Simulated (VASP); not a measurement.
Here is a VASP 6.6.1 calculation.

POSCAR

```
KCl
1.0
    0.0000000000      3.1604069345      3.1604069345
    3.1604069345      0.0000000000      3.1604069345
    3.1604069345      3.1604069345      0.0000000000
K Cl
1 1
Direct
    0.0000000000      0.0000000000      0.0000000000
    0.5000000000      0.5000000000      0.5000000000
```

The input INCAR.step1:

```
PREC = Accurate
ENCUT = 520
ISMEAR = -1
SIGMA = 0.02
LREAL = False
LASPH = True
NELM = 60
NBANDS = 15
GGA = PE
ALGO = Normal
EDIFF = 1E-4
LWAVE = True
LCHARG = False
```

The input INCAR.step2:

```
PREC = Accurate
ENCUT = 520
EDIFF = 1E-6
ISMEAR = -1
SIGMA = 0.02
LREAL = False
LASPH = True
NELM = 60
ALGO = Normal
ISIF = 2
LWAVE = False
LCHARG = False
METAGGA = R2SCAN
LMIXTAU = True
NBANDS = 15
ISTART = 1
```

KPOINTS

```
regular mesh
0
Gamma
  6 6 6
```

Potentials or basis: VASP PAW PBE potentials, release 64 (K_sv, Cl).

Run with:

```bash
$ cat potpaw_PBE.64/K_sv/POTCAR potpaw_PBE.64/Cl/POTCAR > POTCAR
$ cp INCAR.step1 INCAR
$ mpirun -np 1 vasp_std > vasp.out
$ cp INCAR.step2 INCAR
$ mpirun -np 1 vasp_std > vasp.out
```

**Question.** Predict the pressure.

**Answer.** -0.3 GPa.

**Question.** Estimate the band gap on the k mesh.

**Answer.** 5.78 eV.

Caveat: the PAW data sets were made with another functional, which shifts forces and pressure a little.
